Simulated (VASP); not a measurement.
**La: relaxation of cell and atoms with PBEsol**

La:

```
CELL_PARAMETERS angstrom
3.75000 0.00000 0.00000
-1.87500 3.24760 0.00000
0.00000 0.00000 6.07000
ATOMIC_POSITIONS crystal
La 0.66667 0.33333 0.75000
La 0.33333 0.66667 0.25000
```

```
Program                : VASP 6.6.1
Task                   : relaxation of cell and atoms
Functional             : PBEsol
Potentials or basis    : VASP PAW PBE potentials, release 64 (La)
Cutoff                 : 600 eV
k mesh                 : 8 × 8 × 5
Occupations            : fermi-dirac, width 0.05 eV
Spin                   : no spin polarisation
Target pressure        : 10 GPa
Dipole correction      : no
Further INCAR settings : ALGO = Normal; EDIFF = 1e-06; IBRION = 2; EDIFFG = -0.005; NSW = 80; ISIF = 3
```

```yaml
Relaxed_volume: 26.08 Å³/atom
Relaxed_cell: a = 3.292 Å, b = 3.292 Å, c = 5.558 Å, α = 90.00°, β = 90.00°, γ = 120.00°
Space_group_after_relaxing_to_0.1_Å: P6_3/mmc (No. 194)
Energy_change_on_relaxing_the_run_minimises_the_enthalpy: +221.0 meV/atom
Ionic_steps: 8
Pressure_after_relaxing: 10.0 GPa
Band_gap_on_the_k_mesh: zero (bands 11 and 12 overlap by 1.72 eV)
```

The path:
```tsv
step	energy change (eV)	largest force (eV/Å)	pressure (GPa)	volume (Å³)
1	0.0000	0.0000	-1.43	73.92
2	0.6845	0.0000	14.44	49.15
3	0.4076	0.0000	9.95	52.84
4	0.4312	0.0000	10.17	52.47
5	0.4321	0.0000	10.30	52.36
6	0.4362	0.0000	10.20	52.26
7	0.4379	0.0000	10.14	52.22
8	0.4419	0.0000	10.01	52.16
```

Final structure:
```
La
1.0
     3.29181    0.00000    0.00000
    -1.64591    2.85079    0.00000
     0.00000    0.00000    5.55798
La
2
Direct
  0.66667 0.33333 0.75000
  0.33333 0.66667 0.25000
```

Levels at points of the mesh, in eV from the Fermi level:
| k point | band 8 | band 9 | band 10 | band 11 | band 12 | band 13 | band 14 | band 15 |
| --- | --- | --- | --- | --- | --- | --- | --- | --- |
| (0.00, 0.00, 0.00) | -14.40 | -2.50 | -2.05 | 0.80 | 1.56 | 1.56 | 1.78 | 1.89 |
| (0.50, 0.00, 0.00) | -14.93 | -2.66 | -1.97 | -1.34 | 1.55 | 1.67 | 1.76 | 1.90 |

It took 2.3 min on 1 thread of Intel(R) Xeon(R) 6975P-C (Granite Rapids), with other jobs on the host, peak memory 0.24 GiB.

Caveat: the cell is relaxed towards a set pressure, so the run minimises the enthalpy, not the energy; the volume moved by over 15 % at a fixed basis, so the end points are rough; the PAW data sets were made with another functional, which shifts forces and pressure a little; spin-orbit coupling is left out, which moves the levels of the heavy elements.
